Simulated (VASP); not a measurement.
# BN (I-4m2) in VASP: further runs

Runs on BN. Level: PBEsol. Tasks: single point.

All numbers are computed with VASP 6.6.1; they aren't measurements. Logs are shortened: lines on timing, memory, paths and dates and some standing lists are left out, and cuts for length are marked.

## (1) The cell of the first run

It takes space group I-4m2 (No. 119, tetragonal). The conventional cell has a = 2.413 Å, b = 2.413 Å, c = 4.095 Å, α = 90.00°, β = 90.00°, γ = 90.00°. Within 2.1 Å of B (site symmetry -4m2) lie 4 N at 1.58 Å. N (site symmetry -4m2) has 4 B at 1.58 Å within 2.1 Å.

## (2) Single point, PBEsol

Input file INCAR:

```
SYSTEM = BN
PREC = Accurate
ENCUT = 520
EDIFF = 1E-7
ISMEAR = 0
SIGMA = 0.05
LREAL = .FALSE.
LASPH = .TRUE.
NELM = 60
ALGO = Normal
ISIF = 2
LWAVE = .FALSE.
LCHARG = .TRUE.
GGA = PS
LELF = .TRUE.
LVHAR = .TRUE.
NBANDS = 11
```

Input file KPOINTS:

```
regular mesh
0
G
  12 12 12
  0 0 0
```

Input file POSCAR:

```
BN
1.0
    0.0000000000      1.7060992614      2.0473191137
    1.7060992614      0.0000000000      2.0473191137
    1.7060992614      1.7060992614      0.0000000000
B N
1 1
Direct
    0.0000000000      0.0000000000      0.0000000000
    0.7500000000      0.7500000000      0.7500000000
```

Potentials or basis: VASP PAW PBE potentials, release 64 (B, N).

Started as:

```sh
cat potpaw_PBE.64/B/POTCAR potpaw_PBE.64/N/POTCAR > POTCAR
mpirun -np 1 vasp_std > vasp.out
```

OUTCAR:

```text
SYSTEM = BN
   PREC = Accurate
   ENCUT = 520
   EDIFF = 1E-7
   ISMEAR = 0
   LREAL = .FALSE.
   LASPH = .TRUE.
   NELM = 60
   ISIF = 2
   GGA = PS

 ion  position               nearest neighbor table
   1  0.000  0.000  0.000-   2 1.58   2 1.58   2 1.58   2 1.58
   2  0.750  0.750  0.750-   1 1.58   1 1.58   1 1.58   1 1.58

  LATTYP: Found a body centered tetragonal cell.
 ALAT       =     2.4127887142
 C/A-ratio  =     1.6970562749

  Lattice vectors:

 A1 = (  -1.7060992614,   0.0000000000,   2.0473191137)
 A2 = (   1.7060992614,   0.0000000000,   2.0473191137)
 A3 = (   0.0000000000,   1.7060992614,  -2.0473191137)

Analysis of symmetry for initial positions (statically):
=====================================================================
 Subroutine PRICEL returns:
 Original cell was already a primitive cell.

 Routine SETGRP: Setting up the symmetry group for a
 body centered tetragonal supercell.

 Subroutine GETGRP returns: Found  8 space group operations
 (whereof  8 operations were pure point group operations)
 out of a pool of 16 trial point group operations.

The static configuration has the point symmetry D_2d.

Analysis of symmetry for dynamics (positions and initial velocities):
=====================================================================
 Subroutine PRICEL returns:
 Original cell was already a primitive cell.

 Routine SETGRP: Setting up the symmetry group for a
 body centered tetragonal supercell.

 Subroutine GETGRP returns: Found  8 space group operations
 (whereof  8 operations were pure point group operations)
 out of a pool of 16 trial point group operations.

The dynamic configuration has the point symmetry D_2d.

 Subroutine INISYM returns: Found  8 space group operations
 (whereof  8 operations are pure point group operations),
 and found     1 'primitive' translations

----------------------------------------------------------------------------------------

                                     Primitive cell

  volume of cell :      11.9186

  direct lattice vectors                    reciprocal lattice vectors
     0.000000000  1.706099261  2.047319114    -0.293066184  0.293066184  0.244221820
     1.706099261  0.000000000  2.047319114     0.293066184 -0.293066184  0.244221820
     1.706099261  1.706099261  0.000000000     0.293066184  0.293066184 -0.244221820

  length of vectors
     2.665012241  2.665012241  2.412788714     0.481061195  0.481061195  0.481061195

  position of ions in fractional coordinates (direct lattice)
     0.000000000  0.000000000  0.000000000
     0.750000000  0.750000000  0.750000000

  ion indices of the primitive-cell ions
   primitive index   ion index
                 1           1
                 2           2

----------------------------------------------------------------------------------------

 KPOINTS: regular mesh

Automatic generation of k-mesh.
 Grid dimensions read from file:
 generate k-points for:   12   12   12

 Generating k-lattice:

  Cartesian coordinates                     Fractional coordinates (reciprocal lattice)
    -0.024422182  0.024422182  0.020351818     0.083333333  0.000000000  0.000000000
     0.024422182 -0.024422182  0.020351818     0.000000000  0.083333333  0.000000000
     0.024422182  0.024422182 -0.020351818    -0.000000000 -0.000000000  0.083333333

  Length of vectors
     0.040088433  0.040088433  0.040088433

  Shift w.r.t. Gamma in fractional coordinates (k-lattice)
     0.000000000  0.000000000  0.000000000

 Subroutine IBZKPT returns following result:
 ===========================================

 Found    163 irreducible k-points:

 Following reciprocal coordinates:
            Coordinates               Weight
  0.000000  0.000000  0.000000      1.000000
  0.083333  0.000000  0.000000      8.000000
  0.166667  0.000000  0.000000      8.000000
  0.250000 -0.000000  0.000000      8.000000
  0.333333  0.000000  0.000000      8.000000
  0.416667  0.000000  0.000000      8.000000
[... 16 lines left out ...]
  0.500000  0.166667  0.000000      8.000000
 -0.416667  0.166667  0.000000      8.000000
 [... further k-points ...]
   k-points           NKPTS =    163   k-points in BZ     NKDIM =    163   number of bands    NBANDS=     11
   number of dos      NEDOS =    301   number of ions     NIONS =      2
   total plane-waves  NPLWV =   7200
   dimension x,y,z NGX =    20 NGY =   20 NGZ =   18
   dimension x,y,z NGXF=    40 NGYF=   40 NGZF=   36
   ions per type =               1   1
   NGX,Y,Z   is equivalent  to a cutoff of  12.48, 12.48, 12.40 a.u.
   NGXF,Y,Z  is equivalent  to a cutoff of  24.95, 24.95, 24.80 a.u.
 SYSTEM =  BN
   PREC   = accura    normal or accurate (medium, high low for compatibility)
   ISTART =      0    job   : 0-new  1-cont  2-samecut
   ICHARG =      2    charge: 1-file 2-atom 10-const
   ISPIN  =      1    spin polarized calculation?
   LNONCOLLINEAR =      F non collinear calculations
   LSORBIT =      F    spin-orbit coupling
   LASPH  =      T    aspherical Exc in radial PAW
   ENCUT  =  520.0 eV  38.22 Ry    6.18 a.u.   4.96  4.96  4.49*2*pi/ulx,y,z
   NELM   =     60;   NELMIN=  2; NELMDL= -5     # of ELM steps
   EDIFF  = 0.1E-06   stopping-criterion for ELM
   LREAL  =      F    real-space projection
   EDIFFG = 0.1E-05   stopping-criterion for IOM
   NSW    =      0    number of steps for IOM
   IBRION =     -1    ionic relax: 0-MD 1-quasi-New 2-CG
   NFREE  =      0    steps in history (QN), initial steepest desc. (CG)
   ISIF   =      2    stress and relaxation
   ISYM   =      2    0-nonsym 1-usesym 2-fastsym
   POTIM  = 0.5000    time-step for ionic-motion
   TEBEG  =    0.0;   TEEND  =   0.0 temperature during run
   PSTRESS=    0.0 pullay stress
   NELECT =       8.0000    total number of electrons
   NUPDOWN=      -1.0000    fix difference up-down
   EMIN   =  10.00;   EMAX   =-10.00  energy-range for DOS
   EFERMI =   0.00;   METHOD = LEGACY
   ISMEAR =     0;   SIGMA  =   0.05  broadening in eV -4-tet -1-fermi 0-gaus
   EFERMI_NEDOS =   21; number of points for ismear=-14 and -15
   IALGO  =     38    algorithm
   IMIX   =      4    mixing-type and parameters
     AMIX     =   0.40;   BMIX     =  1.00
     AMIX_MAG =   1.60;   BMIX_MAG =  1.00
  volume/ion in A,a.u.               =       5.96        40.22
  Fermi-wavevector in a.u.,A,eV,Ry     =   1.433387  2.708709 27.954506  2.054598
  Thomas-Fermi vector in A             =   2.552911
   LORBIT       =      0    0 simple, 1 ext, 2 COOP (PROOUT), +10 PAW based schemes
   GGA     = PS    functional components
   LHFCALC =     F    Hartree Fock is set to
   AEXX    =    0.0000 exact exchange contribution
   IVDW    =     0    specifies the selected vdW correction
   LEPSILON=     F    determine dielectric tensor
   LRPA    =     F    only Hartree local field effects (RPA)
 non-spin polarized calculation
 Gauss-broadening in eV      SIGMA  =   0.05
  energy-cutoff  :      520.00
  volume of cell :       11.92
 maximum number of plane-waves:       336
   NGX =  9   NGY =  9   NGZ =  9

 number of electron       7.9999999 magnetization

 Free energy of the ion-electron system (eV)
  ---------------------------------------------------
  ext. energy  EPLUGINS =         0.00000000
  ---------------------------------------------------
  free energy    TOTEN  =       -17.76422107 eV

  energy without entropy =      -17.76422107  energy(sigma->0) =      -17.76422107

 E-fermi :   8.4741     XC(G=0): -13.0041

 val. band max:        8.1184643449   @ k =   0.0000   0.0000   0.0000
 cond. band min:      10.7240290764   @ k =   0.5000   0.0000   0.5000
 fundamental gap:      2.6055647315
 Fermi energy:         8.4740980470

 k-point     1 :       0.0000    0.0000    0.0000
  band No.  band energies     occupation
      1     -12.8249      2.00000
      2       5.7441      2.00000
      3       8.1185      2.00000
      4       8.1185      2.00000
      5      15.8938      0.00000
      6      15.8938      0.00000
      7      16.9621      0.00000
      8      17.1663      0.00000
      9      28.6757      0.00000
     10      30.5319      0.00000
     11      31.8898      0.00000

 k-point     2 :       0.0833    0.0000    0.0000
  band No.  band energies     occupation
      1     -12.6523      2.00000
      2       5.3772      2.00000
      3       7.3735      2.00000
      4       8.0096      2.00000
      5      15.5721      0.00000
      6      16.1718      0.00000
      7      17.3235      0.00000
      8      17.9715      0.00000
      9      27.9036      0.00000
     10      31.3957      0.00000
     11      32.8512      0.00000

 k-point     3 :       0.1667    0.0000    0.0000
  band No.  band energies     occupation
      1     -12.1409      2.00000
      2       4.0769      2.00000
      3       6.0511      2.00000
      4       7.7481      2.00000
      5      15.1141      0.00000
      6      16.8803      0.00000
      7      18.0919      0.00000
      8      19.4518      0.00000
      9      27.6055      0.00000
     10      31.5694      0.00000
     11      33.9798      0.00000

 k-point     4 :       0.2500   -0.0000    0.0000
  band No.  band energies     occupation
      1     -11.3135      2.00000
      2       1.8974      2.00000
      3       5.1118      2.00000
      4       7.4558      2.00000
      5      14.6666      0.00000
      6      17.7241      0.00000
      7      18.9067      0.00000
      8      20.8234      0.00000
      9      28.1575      0.00000
     10      31.7647      0.00000
     11      32.6603      0.00000
[... 239 lines left out ...]
 k-point    22 :       0.4167    0.1667    0.0000
  band No.  band energies     occupation
      1      -9.7816      2.00000
      2      -0.5140      2.00000
      3       2.8046      2.00000
      4       5.9835      2.00000
      5      16.5290      0.00000
      6      18.6534      0.00000
      7      20.4228      0.00000
      8      22.4086      0.00000
      9      26.8756      0.00000
     10      31.5574      0.00000
     11      36.2156      0.00000

 k-point    23 :       0.5000    0.1667    0.0000
  band No.  band energies     occupation
      1      -8.6983      2.00000
      2      -2.0730      2.00000
      3       2.0121      2.00000
      4       6.1575      2.00000
      5      16.3937      0.00000
      6      19.0678      0.00000
      7      20.3755      0.00000
      8      22.9491      0.00000
      9      28.4821      0.00000
     10      31.7562      0.00000
     11      35.1497      0.00000

 k-point    24 :      -0.4167    0.1667    0.0000
  band No.  band energies     occupation
      1      -8.1550      2.00000
      2      -2.7673      2.00000
      3       1.6958      2.00000
      4       6.5115      2.00000
      5      16.3520      0.00000
      6      19.4673      0.00000
      7      19.9627      0.00000
      8      22.4355      0.00000
      9      29.5105      0.00000
     10      32.4627      0.00000
     11      33.1111      0.00000

 [... further k-points ...]
[... 5 lines left out ...]
  --------------------------------------------------------------------------------------
  -------------------------------------------------------------------------------------
  Total        3.0015955      3.0015955     -7.2118450      0.0000000      0.0000000     -0.0000000
  in kB      403.4954305    403.4954305   -969.4665764      0.0000000      0.0000000     -0.0000000
  external PRESSURE =     -54.1585718 kB  Pullay stress =       0.0000000 kB

 VOLUME and BASIS-vectors are now :
 -----------------------------------------------------------------------------
  energy-cutoff  :      520.00
  volume of cell :       11.92
      direct lattice vectors                 reciprocal lattice vectors
     0.000000000  1.706099261  2.047319114    -0.293066184  0.293066184  0.244221820
     1.706099261  0.000000000  2.047319114     0.293066184 -0.293066184  0.244221820
     1.706099261  1.706099261  0.000000000     0.293066184  0.293066184 -0.244221820

 POSITION                                       TOTAL-FORCE (eV/Angst)
 -----------------------------------------------------------------------------------
      0.00000      0.00000      0.00000         0.000000     -0.000000     -0.000000
      2.55915      2.55915      3.07098         0.000000      0.000000      0.000000
 -----------------------------------------------------------------------------------
    total drift:                                0.000001      0.000001     -0.000001

  FREE ENERGIE OF THE ION-ELECTRON SYSTEM (eV)
  ---------------------------------------------------
  free  energy   TOTEN  =       -17.7642210722 eV

  energy  without entropy=      -17.7642210722  energy(sigma->0) =      -17.76422107
```

Run time: 16 s. Hardware: 1 thread of Intel Xeon Platinum 8259CL at 2.50GHz (Skylake/Cascade Lake), shared host; peak memory 0.13 GiB.

Results:

```
Free energy            : -17.7642 eV
Pressure               : -5.4 GPa
Band gap on the k mesh : 2.61 eV, indirect (least direct gap 6.86 eV)
```

Caveat: the PAW data sets were made with another functional, which shifts forces and pressure a little. A k mesh can miss the band edges.

## (3) Single point, PBEsol

This run uses another cell than the first one, of the same volume but with other edges.

Input file INCAR:

```
SYSTEM = BN
PREC     = Accurate       ! precision mode
ENCUT    = 520            ! plane-wave cutoff, eV
EDIFF    = 1E-6           ! SCF threshold, eV
ISMEAR   = 0              ! smearing method
SIGMA    = 0.05           ! smearing width, eV
LREAL    = .FALSE.        ! projectors in reciprocal space
LASPH    = .TRUE.         ! aspherical terms in the spheres
NELM     = 80             ! most SCF steps
ALGO     = Normal         ! electronic algorithm
ISIF     = 2              ! what is computed and relaxed
LWAVE    = .FALSE.        ! write WAVECAR
LCHARG   = .FALSE.        ! write CHGCAR
GGA      = PS             ! functional
NBANDS   = 11             ! bands
```

Input file KPOINTS:

```
Automatic mesh
0
G
  12 12 12
  0 0 0
```

Input file POSCAR:

```
BN
1.0
    0.0000000000      1.9695477275      1.5362472275
    1.9695477275      0.0000000000      1.5362472275
    1.9695477275      1.9695477275      0.0000000000
B N
1 1
Direct
    0.0000000000      0.0000000000      0.0000000000
    0.7500000000      0.7500000000      0.7500000000
```

Potentials or basis: VASP PAW PBE potentials, release 64 (B, N).

Started as:

```sh
cat potpaw_PBE.64/B/POTCAR potpaw_PBE.64/N/POTCAR > POTCAR
mpirun -np 1 vasp_std > vasp.out
```

It took 17 s on 1 thread of Intel Xeon Platinum 8259CL at 2.50GHz (Skylake/Cascade Lake), shared host; peak memory 0.13 GiB.

Results (log left out):

```yaml
Free_energy: -17.6225 eV
Pressure: -7.8 GPa
Band_gap_on_the_k_mesh: 1.12 eV, indirect (least direct gap 7.00 eV)
```

Stress tensor (GPa, compression positive):
```
-42.40   0.00   0.00
  0.00 -42.40   0.00
  0.00   0.00  61.28
```

Levels at points of the mesh, in eV from the valence-band top:
```csv
k point,band 2,band 3,band 4,band 5,band 6,band 7
"(0.00, 0.00, 0.00)",-1.72,-1.72,0.00,7.00,8.69,8.69
"(0.50, 0.00, 0.00)",-11.68,-4.52,-1.74,5.59,7.97,12.72
"(0.50, 0.50, 0.00)",-7.93,-7.93,-7.34,1.12,4.03,16.51
"(0.50, 0.00, 0.50)",-11.17,-4.52,-4.42,5.00,10.36,13.30
```

Caveat: the PAW data sets were made with another functional, which shifts forces and pressure a little.

## (4) Single point, PBEsol

This run uses another cell than the first one, of the same volume but with other edges.

Input file INCAR:

```
SYSTEM = BN
  ALGO = Normal
  EDIFF = 1E-6
  ENCUT = 520
  GGA = PS
  ISIF = 2
  ISMEAR = 0
  LASPH = .TRUE.
  LCHARG = .FALSE.
  LREAL = .FALSE.
  LWAVE = .FALSE.
  NBANDS = 11
  NELM = 60
  PREC = Accurate
  SIGMA = 0.05
```

Input file KPOINTS:

```
k-points
0
G
  12 12 12
  0 0 0
```

Input file POSCAR:

```
BN
1.0
    0.0000000000      1.6611808892      2.1595351560
    1.6611808892      0.0000000000      2.1595351560
    1.6611808892      1.6611808892      0.0000000000
B N
1 1
Direct
    0.0000000000      0.0000000000      0.0000000000
    0.7500000000      0.7500000000      0.7500000000
```

Started as:

```sh
cat potpaw_PBE.64/B/POTCAR potpaw_PBE.64/N/POTCAR > POTCAR
mpirun -np 1 vasp_std > vasp.out
```

Wall time 14 s (1 thread of Intel Xeon Platinum 8259CL at 2.50GHz (Skylake/Cascade Lake), shared host); peak memory 0.13 GiB.

The run converged. Its results:

* Free energy: -17.0711 eV
* Pressure: -4.2 GPa
* Band gap on the k mesh: 1.75 eV, indirect (least direct gap 4.48 eV)

Stress tensor (GPa, compression positive):
```
  66.90    0.00    0.00
   0.00   66.90    0.00
   0.00    0.00 -146.43
```

Levels at points of the mesh, in eV from the valence-band top:
```csv
k point,band 1,band 2,band 3,band 4,band 5,band 6,band 7,band 8,band 9
"(0.00, 0.00, 0.00)",-21.49,-3.83,-0.06,-0.06,7.33,7.33,7.41,9.14,18.09
"(0.50, 0.00, 0.00)",-17.01,-11.90,-5.37,-0.78,3.71,10.56,12.91,13.43,20.86
"(0.50, 0.50, 0.00)",-17.69,-12.56,-3.48,-3.48,6.47,11.78,15.25,15.25,15.26
"(0.50, 0.00, 0.50)",-14.61,-8.86,-6.92,-6.87,1.75,6.09,12.49,15.53,18.77
```

Caveat: the PAW data sets were made with another functional, which shifts forces and pressure a little. A k mesh can miss the band edges.

## (5) Single point, PBEsol

This run uses another cell than the first one, of the same volume but with other edges.

Input file INCAR:

```
SYSTEM = BN
PREC = Accurate
ENCUT = 520
EDIFF = 1E-6
ISMEAR = 0
SIGMA = 0.05
LREAL = .False.
LASPH = .True.
NELM = 60
ALGO = Normal
ISIF = 2
LWAVE = .False.
LCHARG = .False.
GGA = PS
NBANDS = 11
```

Input file KPOINTS:

```
regular mesh
0
Gamma
  12 12 12
  0 0 0
```

Input file POSCAR:

```
BN
1.0
    0.0000000000      1.8640981174      1.7149702680
    1.8640981174      0.0000000000      1.7149702680
    1.8640981174      1.8640981174      0.0000000000
B N
1 1
Direct
    0.0000000000      0.0000000000      0.0000000000
    0.7500000000      0.7500000000      0.7500000000
```

Started as:

```sh
cat potpaw_PBE.64/B/POTCAR potpaw_PBE.64/N/POTCAR > POTCAR
mpirun -np 1 vasp_std > vasp.out
```

Run time: 16 s. Hardware: 1 thread of Intel Xeon Platinum 8259CL at 2.50GHz (Skylake/Cascade Lake), shared host; peak memory 0.13 GiB.

The run converged. Its results:

```
Free energy            : -18.2485 eV
Pressure               : -5.9 GPa
Band gap on the k mesh : 2.92 eV, indirect (least direct gap 7.92 eV)
```

Stress tensor (GPa, compression positive):
```
-20.66   0.00   0.00
  0.00 -20.66   0.00
  0.00   0.00  23.62
```

Levels at points of the mesh, in eV from the valence-band top:
| k point | band 1 | band 2 | band 3 | band 4 | band 5 | band 6 | band 7 | band 8 |
| --- | --- | --- | --- | --- | --- | --- | --- | --- |
| (0.00, 0.00, 0.00) | -20.62 | -0.71 | -0.71 | 0.00 | 7.92 | 8.50 | 8.50 | 9.61 |
| (0.50, 0.00, 0.00) | -16.37 | -11.15 | -2.99 | -1.82 | 8.50 | 9.62 | 11.52 | 14.57 |
| (0.50, 0.50, 0.00) | -14.39 | -8.54 | -6.08 | -6.08 | 2.92 | 7.27 | 17.33 | 17.33 |
| (0.50, 0.00, 0.50) | -15.33 | -9.77 | -4.96 | -4.93 | 4.32 | 9.27 | 16.35 | 17.50 |

Caveat: the PAW data sets were made with another functional, which shifts forces and pressure a little.

(Part 1 of 2 ends here.)
